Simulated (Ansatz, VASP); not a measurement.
## SnGe5: VASP beside Ansatz

```
Ge Sn
1.0
     4.05476    0.00000    0.00000
    -2.02738    3.51152    0.00000
     0.00000    0.00000    9.86710
Ge Sn
5 1
Direct
  0.00000 0.00000 0.98634
  0.66667 0.33333 0.66600
  0.33333 0.66667 0.34710
  0.66667 0.33333 0.91057
  0.33333 0.66667 0.59055
  0.00000 0.00000 0.24943
```

Alike in both runs: task single point; functional r2SCAN; k mesh 6 × 6 × 2; occupations fermi-dirac, width 0.02 eV; no spin polarisation.

|  | VASP | Ansatz |
| --- | --- | --- |
| version | VASP 6.6.1 | Ansatz 0.2.0 |
| potentials or method | VASP PAW PBE potentials, release 64 (Ge_d, Sn_d) | plane waves, PAW |
| plane-wave cutoff (eV) | 520 | 500 |
| valence electrons in the cell | 84 | 84 |

```tsv
	VASP	Ansatz	Ansatz less VASP
pressure (GPa)	4.6	4.5	-0.05
traceless stress, the component that is largest in VASP (GPa)	0.11	0.13	+0.024
rms of the force components (eV/Å)	0.038	0.037	-0.0016
```

VASP's potentials were made for PBE, not for r2SCAN. Atom by atom the forces differ by 0.004 eV/Å (rms over components). With one functional, cell and mesh, what is left measures potentials, basis and numerics.
